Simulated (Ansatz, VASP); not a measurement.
## One calculation of Sr, two programs

File INCAR:

```
SYSTEM = Sr
  PREC = Accurate
  ENCUT = 520
  EDIFF = 1E-6
  ISMEAR = 0
  SIGMA = 0.03
  LREAL = .False.
  LASPH = .True.
  NELM = 100
  ALGO = Normal
  ISIF = 2
  LWAVE = .False.
  LCHARG = .False.
  GGA = PE
  IVDW = 12
  NBANDS = 11
```

File KPOINTS:

```
regular mesh
0
Gamma
  6 6 8
  0 0 0
```

POSCAR

```
Sr
1.0
   10.9876299658      0.0000000000      0.0000000000
   -5.4938149829      9.5155666777      0.0000000000
    0.0000000000      0.0000000000      4.3105841122
Sr
1
Direct
    0.0000000000      0.0000000000      0.0000000000
```

Input for Ansatz:

```yaml
crystal:
  lattice:
    - [10.9876299658, 0.0, 0.0]
    - [-5.4938149829, 9.5155666777, 0.0]
    - [0.0, 0.0, 4.3105841122]
  atoms:
    - { symbol: Sr, position: [0.0, 0.0, 0.0] }
basis:
  ecutwfc: 420
kpoints:
  mp_grid: { grid: [6, 6, 8] }
hamiltonian:
  xc: pbe
  dispersion: d3bj
scf:
  occupations: { method: gaussian, width: 0.03 }
output:
  forces: true
  stress: true
  eigenvalues: true
```

Change from the starting cell: strain -0.0250 x Voigt [0, 0, 1, 0, 0, 0], atoms carried along.

Alike in both runs: task single point; functional PBE; dispersion D3(BJ); k mesh 6 × 6 × 8; occupations gaussian, width 0.03 eV; no spin polarisation.

|  | VASP | Ansatz |
| --- | --- | --- |
| version | VASP 6.6.1 | Ansatz 0.2.0 |
| potentials or method | VASP PAW PBE potentials, release 64 (Sr_sv), cutoff 520 eV | scalar-relativistic, plane waves, PAW |
| valence electrons in the cell | 10 | 10 |

```csv
,VASP,Ansatz,Ansatz less VASP
gap on the k mesh at the Fermi level (eV),0.27,0.26,-0.008
least direct gap on the mesh (eV),0.28,0.27,-0.008
pressure (GPa),0.2,0.2,0.00
"traceless stress, the component that is largest in VASP (GPa)",0.37,0.37,-0.002
```
